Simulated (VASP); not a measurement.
# KCl (Pm-3m) in VASP: a series of runs

KCl is run at these levels: r2SCAN; tasks: single point, relaxation of cell and atoms.

All numbers are computed with VASP 6.6.1; they aren't measurements. Logs are shortened: lines on timing, memory, paths and dates and some standing lists are left out, and cuts for length are marked.

## (1) The cell of the first run

It takes space group Pm-3m (No. 221, cubic). The conventional cell has a = 3.634 Å, b = 3.634 Å, c = 3.634 Å, α = 90.00°, β = 90.00°, γ = 90.00°. Within 4.1 Å of K (site symmetry m-3m) lie 8 Cl at 3.15 Å and 6 K at 3.63 Å. Cl (site symmetry m-3m) has 8 K at 3.15 Å and 6 Cl at 3.63 Å within 4.1 Å.

## (2) Single point, r2SCAN

File POSCAR:

```
KCl
1.0
    3.6340000000      0.0000000000      0.0000000000
    0.0000000000      3.6340000000      0.0000000000
    0.0000000000      0.0000000000      3.6340000000
K Cl
1 1
Direct
    0.0000000000      0.0000000000      0.0000000000
    0.5000000000      0.5000000000      0.5000000000
```

File INCAR.step1:

```
PREC = Accurate ; ENCUT = 520
ISMEAR = 0 ; SIGMA = 0.1
LREAL = False ; LASPH = True
NELM = 100 ; NBANDS = 15
GGA = PE ; ALGO = Normal
EDIFF = 1E-4 ; LWAVE = True
LCHARG = False
```

File INCAR.step2:

```
PREC = Accurate ; ENCUT = 520
EDIFF = 1E-6 ; ISMEAR = 0
SIGMA = 0.1 ; LREAL = False
LASPH = True ; NELM = 100
ALGO = Normal ; ISIF = 2
LWAVE = False ; LCHARG = False
METAGGA = R2SCAN ; LMIXTAU = True
NBANDS = 15 ; ISTART = 1
```

File KPOINTS:

```
regular mesh
0
Gamma
  6 6 6
```

Potentials or basis: VASP PAW PBE potentials, release 64 (K_sv, Cl).

The run is started by

```
$ cat potpaw_PBE.64/K_sv/POTCAR potpaw_PBE.64/Cl/POTCAR > POTCAR
$ cp INCAR.step1 INCAR
$ mpirun -np 1 vasp_std > vasp.out
$ cp INCAR.step2 INCAR
$ mpirun -np 1 vasp_std > vasp.out
```

OUTCAR:

```text
PREC = Accurate
   ENCUT = 520
   EDIFF = 1E-6
   ISMEAR = 0
   LREAL = False
   LASPH = True
   NELM = 100
   ISIF = 2
   METAGGA = R2SCAN
   ISTART = 1

 ion  position               nearest neighbor table
   1  0.000  0.000  0.000-   2 3.15   2 3.15   2 3.15   2 3.15   2 3.15   2 3.15   2 3.15   2 3.15

   2  0.500  0.500  0.500-   1 3.15   1 3.15   1 3.15   1 3.15   1 3.15   1 3.15   1 3.15   1 3.15

  LATTYP: Found a simple cubic cell.
 ALAT       =     3.6340000000

  Lattice vectors:

 A1 = (   3.6340000000,   0.0000000000,   0.0000000000)
 A2 = (   0.0000000000,   3.6340000000,   0.0000000000)
 A3 = (   0.0000000000,   0.0000000000,   3.6340000000)

Analysis of symmetry for initial positions (statically):
=====================================================================
 Subroutine PRICEL returns:
 Original cell was already a primitive cell.

 Routine SETGRP: Setting up the symmetry group for a
 simple cubic supercell.

 Subroutine GETGRP returns: Found 48 space group operations
 (whereof 48 operations were pure point group operations)
 out of a pool of 48 trial point group operations.

The static configuration has the point symmetry O_h .

Analysis of symmetry for dynamics (positions and initial velocities):
=====================================================================
 Subroutine PRICEL returns:
 Original cell was already a primitive cell.

 Routine SETGRP: Setting up the symmetry group for a
 simple cubic supercell.

 Subroutine GETGRP returns: Found 48 space group operations
 (whereof 48 operations were pure point group operations)
 out of a pool of 48 trial point group operations.

The dynamic configuration has the point symmetry O_h .

 Subroutine INISYM returns: Found 48 space group operations
 (whereof 48 operations are pure point group operations),
 and found     1 'primitive' translations

----------------------------------------------------------------------------------------

                                     Primitive cell

  volume of cell :      47.9904

  direct lattice vectors                    reciprocal lattice vectors
     3.634000000  0.000000000  0.000000000     0.275178866  0.000000000  0.000000000
     0.000000000  3.634000000  0.000000000     0.000000000  0.275178866  0.000000000
     0.000000000  0.000000000  3.634000000     0.000000000  0.000000000  0.275178866

  length of vectors
     3.634000000  3.634000000  3.634000000     0.275178866  0.275178866  0.275178866

[... 85 lines left out ...]
   PSTRESS=    0.0 pullay stress
   NELECT =      16.0000    total number of electrons
   NUPDOWN=      -1.0000    fix difference up-down
   EMIN   =  10.00;   EMAX   =-10.00  energy-range for DOS
   EFERMI =   0.00;   METHOD = LEGACY
   ISMEAR =     0;   SIGMA  =   0.10  broadening in eV -4-tet -1-fermi 0-gaus
   EFERMI_NEDOS =   21; number of points for ismear=-14 and -15
   IALGO  =     38    algorithm
   IMIX   =      4    mixing-type and parameters
     AMIX     =   0.40;   BMIX     =  1.00
     AMIX_MAG =   1.60;   BMIX_MAG =  1.00
  volume/ion in A,a.u.               =      24.00       161.93
  Fermi-wavevector in a.u.,A,eV,Ry     =   1.135176  2.145172 17.532804  1.288625
  Thomas-Fermi vector in A             =   2.271881
   LORBIT       =      0    0 simple, 1 ext, 2 COOP (PROOUT), +10 PAW based schemes
   METAGGA = R2SCAN    functional components
   LHFCALC =     F    Hartree Fock is set to
   AEXX    =    0.0000 exact exchange contribution
   IVDW    =     0    specifies the selected vdW correction
   LEPSILON=     F    determine dielectric tensor
   LRPA    =     F    only Hartree local field effects (RPA)
 non-spin polarized calculation
 Gauss-broadening in eV      SIGMA  =   0.10
  energy-cutoff  :      520.00
  volume of cell :       47.99
 maximum number of plane-waves:      1328
 NGX is ok and might be reduce to    28
   NGX = 13   NGY = 13   NGZ = 13

 number of electron      16.0000000 magnetization

 Free energy of the ion-electron system (eV)
  ---------------------------------------------------
  ext. energy  EPLUGINS =         0.00000000
  ---------------------------------------------------
  free energy    TOTEN  =       -16.35360225 eV

  energy without entropy =      -16.35360225  energy(sigma->0) =      -16.35360225

 E-fermi :   0.1490     XC(G=0):  -9.2743

 val. band max:       -0.3251445445   @ k =   0.5000   0.5000   0.0000
 cond. band min:       6.0778842227   @ k =   0.0000   0.0000   0.0000
 fundamental gap:      6.4030287673
 Fermi energy:         0.1489667488

 k-point     1 :       0.0000    0.0000    0.0000
  band No.  band energies     occupation
      1     -29.2632      2.00000
      2     -13.8088      2.00000
      3     -11.8440      2.00000
      4     -11.8440      2.00000
      5     -11.8440      2.00000
      6      -0.5593      2.00000
      7      -0.5593      2.00000
      8      -0.5593      2.00000
      9       6.0779      0.00000
     10       6.6078      0.00000
     11       6.6078      0.00000
     12      11.5368      0.00000
     13      11.5368      0.00000
     14      11.5368      0.00000
[... 329 lines left out ...]
      2     -13.1842      2.00000
      3     -12.1066      2.00000
      4     -12.1066      2.00000
      5     -12.1066      2.00000
      6      -2.0908      2.00000
      7      -2.0908      2.00000
      8      -2.0908      2.00000
      9       9.7350      0.00000
     10       9.7350      0.00000
     11       9.7350      0.00000
     12      11.1554      0.00000
     13      11.1554      0.00000
     14      11.1554      0.00000
     15      13.4958      0.00000

------------------------ aborting loop because EDIFF is reached ----------------------------------------

  FORCE on cell =-STRESS in cart. coord.  units (eV):
  Direction    XX          YY          ZZ          XY          YZ          ZX
  --------------------------------------------------------------------------------------
  -------------------------------------------------------------------------------------
  Total        0.9935283      0.9935283      0.9935283      0.0000000     -0.0000000      0.0000000
  in kB       33.1692805     33.1692805     33.1692805      0.0000000     -0.0000000      0.0000000
  external PRESSURE =      33.1692805 kB  Pullay stress =       0.0000000 kB

 VOLUME and BASIS-vectors are now :
 -----------------------------------------------------------------------------
  energy-cutoff  :      520.00
  volume of cell :       47.99
      direct lattice vectors                 reciprocal lattice vectors
     3.634000000  0.000000000  0.000000000     0.275178866  0.000000000  0.000000000
     0.000000000  3.634000000  0.000000000     0.000000000  0.275178866  0.000000000
     0.000000000  0.000000000  3.634000000     0.000000000  0.000000000  0.275178866

 POSITION                                       TOTAL-FORCE (eV/Angst)
 -----------------------------------------------------------------------------------
      0.00000      0.00000      0.00000         0.000000      0.000000      0.000000
      1.81700      1.81700      1.81700         0.000000      0.000000      0.000000
 -----------------------------------------------------------------------------------
    total drift:                               -0.000000      0.000000      0.000000

  FREE ENERGIE OF THE ION-ELECTRON SYSTEM (eV)
  ---------------------------------------------------
  free  energy   TOTEN  =       -16.3536022473 eV

  energy  without entropy=      -16.3536022473  energy(sigma->0) =      -16.35360225
```

OUTCAR.step1:

```text
PREC = Accurate
   ENCUT = 520
   ISMEAR = 0
   LREAL = False
   LASPH = True
[... 576 lines left out ...]
      0.00000      0.00000      0.00000         0.000000      0.000000      0.000000
      1.81700      1.81700      1.81700         0.000000      0.000000      0.000000
 -----------------------------------------------------------------------------------
    total drift:                               -0.000000      0.000000      0.000000

  FREE ENERGIE OF THE ION-ELECTRON SYSTEM (eV)
  ---------------------------------------------------
  free  energy   TOTEN  =        -6.5498508669 eV

  energy  without entropy=       -6.5498508669  energy(sigma->0) =       -6.54985087
```

It took 27 s on 1 thread of AMD EPYC 9R45 (Zen 5), shared host; peak memory 0.14 GiB.

What came out:

```yaml
Free_energy: -16.3536 eV
Pressure: 3.3 GPa
Band_gap_on_the_k_mesh: 6.40 eV, indirect (least direct gap 6.64 eV)
```

Levels at points of the mesh, in eV from the valence-band top:
```tsv
k point	band 6	band 7	band 8	band 9	band 10	band 11
(0.00, 0.00, 0.00)	-0.23	-0.23	-0.23	6.40	6.93	6.93
(0.50, 0.00, 0.00)	-2.24	-0.29	-0.29	8.58	9.37	9.98
(0.50, 0.50, 0.00)	-1.48	-1.48	0.00	6.90	8.21	9.78
(0.50, 0.50, 0.50)	-1.77	-1.77	-1.77	10.06	10.06	10.06
```

Caveat: the PAW data sets were made with another functional, which shifts forces and pressure a little. A k mesh can miss the band edges.

## (3) Single point, r2SCAN

This run uses another cell than the first one, of 26.80 Å³/atom, 1.117 times its volume.

File POSCAR:

```
KCl
1.0
    3.7704587559      0.0000000000      0.0000000000
    0.0000000000      3.7704587559      0.0000000000
    0.0000000000      0.0000000000      3.7704587559
K Cl
1 1
Direct
    0.0000000000      0.0000000000      0.0000000000
    0.5000000000      0.5000000000      0.5000000000
```

File INCAR.step1:

```
PREC = Accurate
ENCUT = 520
ISMEAR = 0
SIGMA = 0.02
LREAL = False
LASPH = True
NELM = 80
NBANDS = 15
GGA = PE
ALGO = Normal
EDIFF = 1E-4
LWAVE = True
LCHARG = False
```

File INCAR.step2:

```
PREC = Accurate
ENCUT = 520
EDIFF = 1E-6
ISMEAR = 0
SIGMA = 0.02
LREAL = False
LASPH = True
NELM = 80
ALGO = Normal
ISIF = 2
LWAVE = False
LCHARG = False
METAGGA = R2SCAN
LMIXTAU = True
NBANDS = 15
ISTART = 1
```

File KPOINTS:

```
Automatic mesh
0
Gamma
  6 6 6
```

Potentials or basis: VASP PAW PBE potentials, release 64 (K_sv, Cl).

The run is started by

```
$ cat potpaw_PBE.64/K_sv/POTCAR potpaw_PBE.64/Cl/POTCAR > POTCAR
$ cp INCAR.step1 INCAR
$ mpirun -np 1 vasp_std > vasp.out
$ cp INCAR.step2 INCAR
$ mpirun -np 1 vasp_std > vasp.out
```

It took 31 s on 1 thread of AMD EPYC 9R45 (Zen 5), shared host; peak memory 0.14 GiB.

It converged, with:

```yaml
Free_energy: -16.4076 eV
Pressure: 0.0 GPa
Band_gap_on_the_k_mesh: 5.81 eV, indirect (least direct gap 6.03 eV)
```

Levels at points of the mesh, in eV from the valence-band top:
```csv
k point,band 4,band 5,band 6,band 7,band 8,band 9,band 10,band 11,band 12,band 13
"(0.00, 0.00, 0.00)",-11.69,-11.69,-0.22,-0.22,-0.22,5.81,7.09,7.09,11.60,11.60
"(0.50, 0.00, 0.00)",-11.66,-11.56,-1.90,-0.23,-0.23,8.56,8.74,9.32,10.84,11.52
"(0.50, 0.50, 0.00)",-11.95,-11.63,-1.30,-1.30,0.00,6.86,8.09,9.73,9.73,12.69
"(0.50, 0.50, 0.50)",-11.89,-11.89,-1.46,-1.46,-1.46,9.67,9.67,9.67,10.96,10.96
```

Caveat: the PAW data sets were made with another functional, which shifts forces and pressure a little. A k mesh can miss the band edges.

(Continued in part 2 of 2.)
